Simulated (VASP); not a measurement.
# Mg (I4/mmm) in VASP: single point with PBEsol

Aim: the single point of Mg with PBEsol.

All numbers are computed with VASP 6.6.1; they aren't measurements. Logs are shortened: lines on timing, memory, paths and dates and some standing lists are left out, and cuts for length are marked.

## (1) The cell of the first run

It takes space group I4/mmm (No. 139, tetragonal). The conventional cell has a = 3.564 Å, b = 3.564 Å, c = 3.552 Å, α = 90.00°, β = 90.00°, γ = 90.00°. Within 4.1 Å of Mg (site symmetry 4/mmm) lie 14 Mg at 3.08 to 3.56 Å.

This isn't the form of Mg at room conditions, which is hcp.

## (2) Single point, PBEsol

The input, INCAR:

```
PREC = Accurate ; ENCUT = 600
EDIFF = 1E-6 ; ISMEAR = -1
SIGMA = 0.1 ; LREAL = False
LASPH = True ; NELM = 120
ALGO = Normal ; ISIF = 2
LWAVE = False ; LCHARG = True
GGA = PS ; LELF = True
LVHAR = True ; NBANDS = 7
GGA_COMPAT = False
```

The input, KPOINTS:

```
regular mesh
0
Gamma
  10 10 10
```

The input, POSCAR:

```
Mg
1.0
   -1.7820807234      1.7820807234      1.7759437669
    1.7820807234     -1.7820807234      1.7759437669
    1.7820807234      1.7820807234     -1.7759437669
Mg
1
Direct
    0.0000000000      0.0000000000      0.0000000000
```

Potentials or basis: VASP PAW PBE potentials, release 64 (Mg).

Launch:

```
$ cat potpaw_PBE.64/Mg/POTCAR > POTCAR
$ mpirun -np 1 vasp_std > vasp.out
```

OUTCAR:

```text
PREC = Accurate
   ENCUT = 600
   EDIFF = 1E-6
   ISMEAR = -1
   LREAL = False
   LASPH = True
   NELM = 120
   ISIF = 2
   GGA = PS

 ion  position               nearest neighbor table
   1  0.000  0.000  0.000-

  LATTYP: Found a body centered tetragonal cell.
 ALAT       =     3.5641614468
 C/A-ratio  =     0.9965562971

  Lattice vectors:

 A1 = (  -1.7820807234,   1.7820807234,   1.7759437669)
 A2 = (   1.7820807234,  -1.7820807234,   1.7759437669)
 A3 = (   1.7820807234,   1.7820807234,  -1.7759437669)

Analysis of symmetry for initial positions (statically):
=====================================================================
 Subroutine PRICEL returns:
 Original cell was already a primitive cell.

 Routine SETGRP: Setting up the symmetry group for a
 body centered tetragonal supercell.

 Subroutine GETGRP returns: Found 16 space group operations
 (whereof 16 operations were pure point group operations)
 out of a pool of 16 trial point group operations.

The static configuration has the point symmetry D_4h.

Analysis of symmetry for dynamics (positions and initial velocities):
=====================================================================
 Subroutine PRICEL returns:
 Original cell was already a primitive cell.

 Routine SETGRP: Setting up the symmetry group for a
 body centered tetragonal supercell.

 Subroutine GETGRP returns: Found 16 space group operations
 (whereof 16 operations were pure point group operations)
 out of a pool of 16 trial point group operations.

The dynamic configuration has the point symmetry D_4h.

 Subroutine INISYM returns: Found 16 space group operations
 (whereof 16 operations are pure point group operations),
 and found     1 'primitive' translations

----------------------------------------------------------------------------------------

                                     Primitive cell

  volume of cell :      22.5603

  direct lattice vectors                    reciprocal lattice vectors
    -1.782080723  1.782080723  1.775943767     0.000000000  0.280570904  0.281540446
     1.782080723 -1.782080723  1.775943767     0.280570904  0.000000000  0.281540446
     1.782080723  1.782080723 -1.775943767     0.280570904  0.280570904  0.000000000

  length of vectors
     3.083115255  3.083115255  3.083115255     0.397473339  0.397473339  0.396787178

  position of ions in fractional coordinates (direct lattice)
     0.000000000  0.000000000  0.000000000

  ion indices of the primitive-cell ions
   primitive index   ion index
                 1           1

----------------------------------------------------------------------------------------

 KPOINTS: regular mesh

Automatic generation of k-mesh.
 Grid dimensions read from file:
 generate k-points for:   10   10   10

 Generating k-lattice:

  Cartesian coordinates                     Fractional coordinates (reciprocal lattice)
     0.000000000  0.028057090  0.028154045     0.100000000 -0.000000000  0.000000000
     0.028057090  0.000000000  0.028154045    -0.000000000  0.100000000  0.000000000
     0.028057090  0.028057090  0.000000000     0.000000000  0.000000000  0.100000000

  Length of vectors
     0.039747334  0.039747334  0.039678718

  Shift w.r.t. Gamma in fractional coordinates (k-lattice)
     0.000000000  0.000000000  0.000000000

 Subroutine IBZKPT returns following result:
 ===========================================

 Found    102 irreducible k-points:

 Following reciprocal coordinates:
            Coordinates               Weight
  0.000000  0.000000  0.000000      1.000000
  0.100000 -0.000000  0.000000      8.000000
  0.200000 -0.000000  0.000000      8.000000
  0.300000 -0.000000  0.000000      8.000000
  0.400000 -0.000000  0.000000      8.000000
  0.500000  0.000000  0.000000      4.000000
[... 16 lines left out ...]
  0.300000  0.300000  0.000000      8.000000
  0.400000  0.300000  0.000000     16.000000
 [... further k-points ...]
   k-points           NKPTS =    102   k-points in BZ     NKDIM =    102   number of bands    NBANDS=      7
   number of dos      NEDOS =    301   number of ions     NIONS =      1
   total plane-waves  NPLWV =  21952
   dimension x,y,z NGX =    28 NGY =   28 NGZ =   28
   dimension x,y,z NGXF=    56 NGYF=   56 NGZF=   56
   ions per type =               1
   NGX,Y,Z   is equivalent  to a cutoff of  15.10, 15.10, 15.10 a.u.
   NGXF,Y,Z  is equivalent  to a cutoff of  30.20, 30.20, 30.20 a.u.
 SYSTEM =  unknown system
   PREC   = accura    normal or accurate (medium, high low for compatibility)
   ISTART =      0    job   : 0-new  1-cont  2-samecut
   ICHARG =      2    charge: 1-file 2-atom 10-const
   ISPIN  =      1    spin polarized calculation?
   LNONCOLLINEAR =      F non collinear calculations
   LSORBIT =      F    spin-orbit coupling
   LASPH  =      T    aspherical Exc in radial PAW
   ENCUT  =  600.0 eV  44.10 Ry    6.64 a.u.   6.16  6.16  6.16*2*pi/ulx,y,z
   NELM   =    120;   NELMIN=  2; NELMDL= -5     # of ELM steps
   EDIFF  = 0.1E-05   stopping-criterion for ELM
   LREAL  =      F    real-space projection
   EDIFFG = 0.1E-04   stopping-criterion for IOM
   NSW    =      0    number of steps for IOM
   IBRION =     -1    ionic relax: 0-MD 1-quasi-New 2-CG
   NFREE  =      0    steps in history (QN), initial steepest desc. (CG)
   ISIF   =      2    stress and relaxation
   ISYM   =      2    0-nonsym 1-usesym 2-fastsym
   POTIM  = 0.5000    time-step for ionic-motion
   TEBEG  =    0.0;   TEEND  =   0.0 temperature during run
   PSTRESS=    0.0 pullay stress
   NELECT =       2.0000    total number of electrons
   NUPDOWN=      -1.0000    fix difference up-down
   EMIN   =  10.00;   EMAX   =-10.00  energy-range for DOS
   EFERMI =   0.00;   METHOD = LEGACY
   ISMEAR =    -1;   SIGMA  =   0.10  broadening in eV -4-tet -1-fermi 0-gaus
   EFERMI_NEDOS =   21; number of points for ismear=-14 and -15
   IALGO  =     38    algorithm
   IMIX   =      4    mixing-type and parameters
     AMIX     =   0.40;   BMIX     =  1.00
     AMIX_MAG =   1.60;   BMIX_MAG =  1.00
  volume/ion in A,a.u.               =      22.56       152.24
  Fermi-wavevector in a.u.,A,eV,Ry     =   0.729967  1.379439  7.249899  0.532853
  Thomas-Fermi vector in A             =   1.821821
   LORBIT       =      0    0 simple, 1 ext, 2 COOP (PROOUT), +10 PAW based schemes
   GGA     = PS    functional components
   LHFCALC =     F    Hartree Fock is set to
   AEXX    =    0.0000 exact exchange contribution
   IVDW    =     0    specifies the selected vdW correction
   LEPSILON=     F    determine dielectric tensor
   LRPA    =     F    only Hartree local field effects (RPA)
 non-spin polarized calculation
  energy-cutoff  :      600.00
  volume of cell :       22.56
 maximum number of plane-waves:       767
 NGX is ok and might be reduce to    28
   NGX = 13   NGY = 13   NGZ = 13

 number of electron       2.0000000 magnetization

 Free energy of the ion-electron system (eV)
  ---------------------------------------------------
  ext. energy  EPLUGINS =         0.00000000
  ---------------------------------------------------
  free energy    TOTEN  =        -1.70679355 eV

  energy without entropy =       -1.69319564  energy(sigma->0) =       -1.69999460

 E-fermi :   2.8027     XC(G=0):  -8.5912

 val. band max:        2.7171341047   @ k =  -0.2000   0.5000   0.2000
 cond. band min:       2.8605909876   @ k =   0.5000   0.4000   0.0000
 fundamental gap:      0.1434568829
 Fermi energy:         2.8027275101

 k-point     1 :       0.0000    0.0000    0.0000
  band No.  band energies     occupation
      1      -4.3178      2.00000
      2      15.7675      0.00000
      3      15.8366      0.00000
      4      15.8366      0.00000
      5      17.8171      0.00000
      6      17.8954      0.00000
      7      18.0212      0.00000

 k-point     2 :       0.1000   -0.0000    0.0000
  band No.  band energies     occupation
      1      -4.0796      2.00000
      2      13.5045      0.00000
      3      14.7899      0.00000
      4      14.9083      0.00000
      5      16.2737      0.00000
      6      16.7981      0.00000
      7      18.3332      0.00000

 k-point     3 :       0.2000   -0.0000    0.0000
  band No.  band energies     occupation
      1      -3.3685      2.00000
      2      10.0406      0.00000
      3      13.3688      0.00000
      4      13.7255      0.00000
      5      14.8424      0.00000
      6      15.9465      0.00000
      7      19.0443      0.00000

 k-point     4 :       0.3000   -0.0000    0.0000
  band No.  band energies     occupation
      1      -2.1952      2.00000
      2       6.8290      0.00000
      3      12.2647      0.00000
      4      12.8435      0.00000
      5      13.8110      0.00000
      6      15.1174      0.00000
      7      20.0440      0.00000

 k-point     5 :       0.4000   -0.0000    0.0000
  band No.  band energies     occupation
      1      -0.5798      2.00000
      2       3.9833      0.00001
      3      11.5868      0.00000
      4      12.3108      0.00000
      5      13.1926      0.00000
      6      14.5387      0.00000
      7      21.1872      0.00000
[... 161 lines left out ...]
 k-point    22 :      -0.2000    0.2000    0.0000
  band No.  band energies     occupation
      1      -3.3717      2.00000
      2       9.9921      0.00000
      3      13.4217      0.00000
      4      13.7734      0.00000
      5      14.9034      0.00000
      6      15.9507      0.00000
      7      19.0068      0.00000

 k-point    23 :       0.3000    0.3000    0.0000
  band No.  band energies     occupation
      1       1.8726      1.99982
      2       3.7893      0.00010
      3       4.7231      0.00000
      4      10.9631      0.00000
      5      16.9575      0.00000
      6      17.7224      0.00000
      7      19.6060      0.00000

 k-point    24 :       0.4000    0.3000    0.0000
  band No.  band energies     occupation
      1       1.8535      1.99985
      2       3.7950      0.00010
      3       4.7358      0.00000
      4      10.9728      0.00000
      5      17.0016      0.00000
      6      17.7645      0.00000
      7      19.5037      0.00000

 [... further k-points ...]

------------------------ aborting loop because EDIFF is reached ----------------------------------------

  FORCE on cell =-STRESS in cart. coord.  units (eV):
  Direction    XX          YY          ZZ          XY          YZ          ZX
  --------------------------------------------------------------------------------------
  -------------------------------------------------------------------------------------
  Total       -0.0073606     -0.0073606     -0.0066492      0.0000000      0.0000000      0.0000000
  in kB       -0.5227329     -0.5227329     -0.4722134      0.0000000      0.0000000      0.0000000
  external PRESSURE =      -0.5058930 kB  Pullay stress =       0.0000000 kB

 VOLUME and BASIS-vectors are now :
 -----------------------------------------------------------------------------
  energy-cutoff  :      600.00
  volume of cell :       22.56
      direct lattice vectors                 reciprocal lattice vectors
    -1.782080723  1.782080723  1.775943767     0.000000000  0.280570904  0.281540446
     1.782080723 -1.782080723  1.775943767     0.280570904  0.000000000  0.281540446
     1.782080723  1.782080723 -1.775943767     0.280570904  0.280570904  0.000000000

 POSITION                                       TOTAL-FORCE (eV/Angst)
 -----------------------------------------------------------------------------------
      0.00000      0.00000      0.00000         0.000000      0.000000     -0.000000
 -----------------------------------------------------------------------------------
    total drift:                               -0.000000     -0.000000     -0.000000

  FREE ENERGIE OF THE ION-ELECTRON SYSTEM (eV)
  ---------------------------------------------------
  free  energy   TOTEN  =        -1.7067935516 eV

  energy  without entropy=       -1.6931956434  energy(sigma->0) =       -1.69999460
```

Run time: 32 s. Hardware: 1 thread of Intel Xeon 8259CL, shared host; peak memory 0.16 GiB.

Results:

```
Free energy            : -1.7068 eV
Pressure               : -0.1 GPa
Band gap on the k mesh : zero (bands 1 and 2 overlap by 4.80 eV)
```

Caveat: the PAW data sets were made with another functional, which shifts forces and pressure a little.
